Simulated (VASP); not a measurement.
A run of VASP 6.6.1 is set up as follows.

INCAR

```
ALGO = Normal
EDIFF = 1E-6
ENCUT = 520
GGA = CA
ISIF = 2
ISMEAR = 0
LASPH = True
LCHARG = True
LELF = True
LREAL = False
LVHAR = True
LWAVE = False
NBANDS = 27
NELM = 100
PREC = Accurate
SIGMA = 0.03
```

The input KPOINTS:

```
k-points
0
Gamma
  12 12 2
```

File POSCAR:

```
InO
1.0
    3.5399541463      0.0000000000      0.0000000000
   -1.7699770732      3.0656902189      0.0000000000
    0.0000000000      0.0000000000     16.6709550000
In O
2 2
Direct
    0.6666666667      0.3333333333      0.5900210000
    0.6666666667      0.3333333333      0.4099790000
    0.0000000000      0.0000000000      0.6398670000
    0.0000000000      0.0000000000      0.3601330000
```

Potentials or basis: VASP PAW LDA potentials, release 64 (In_d, O).

Run with:

```console
$ cat potpaw_LDA.64/In_d/POTCAR potpaw_LDA.64/O/POTCAR > POTCAR
$ mpirun -np 1 vasp_std > vasp.out
```

Problem. What does it give for the largest force?

Solution. 1.161 eV/Å.

Problem. Predict the band gap on the k mesh.

Solution. 0.15 eV (least direct gap 0.77 eV).

Forces in eV/Å, atoms in the order of the input:
```
In   0.000  0.000  0.363
In   0.000  0.000 -0.363
O    0.000  0.000 -1.161
O    0.000  0.000  1.161
```

Caveat: the cell differs from its parent crystal (strain +0.025 along x and y, +0.050 along z); there is no dipole correction, which matters where the two faces differ; spin-orbit coupling is left out, which moves the levels of the heavy elements.
